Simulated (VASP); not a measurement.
## BeS (NiAs type): single point with PBE

BeS (NiAs type):

```xyz
4
Lattice="3.3316 0.0000 0.0000 -1.6658 2.8853 0.0000 0.0000 0.0000 5.2970" Properties=species:S:1:pos:R:3 pbc="T T T"
Be    0.0000    0.0000    0.0000
Be    0.0000    0.0000    2.6485
S     0.0000    1.9235    1.3243
S     1.6658    0.9618    3.9728
```

```json
{"Program": "VASP 6.6.1", "Task": "single point", "Functional": "PBE", "Potentials or basis": "VASP PAW PBE potentials, release 64 (Be, S)", "Cutoff": "520 eV", "k mesh": "12 × 12 × 7", "Occupations": "fermi-dirac, width 0.08 eV", "Spin": "no spin polarisation"}
```

```yaml
Pressure: -3.0 GPa
Band_gap_on_the_k_mesh: 1.47 eV (least direct gap 3.37 eV)
```

Levels at points of the mesh, in eV from the valence-band top:
| k point | band 4 | band 5 | band 6 | band 7 | band 8 | band 9 | band 10 | band 11 | band 12 | band 13 |
| --- | --- | --- | --- | --- | --- | --- | --- | --- | --- | --- |
| (0.00, 0.00, 0.00) | -0.77 | -0.77 | -0.75 | -0.75 | 0.00 | 3.37 | 4.49 | 5.74 | 5.74 | 6.47 |
| (0.50, 0.00, 0.00) | -5.71 | -4.75 | -3.34 | -2.59 | -0.62 | 3.18 | 3.79 | 3.85 | 3.95 | 7.45 |

It took 94 s on 1 thread of Intel Xeon 8259CL, with other jobs on the host, peak memory 0.2 GiB.

Caveat: an odd mesh through Γ misses points on the zone boundary, where band edges can lie.
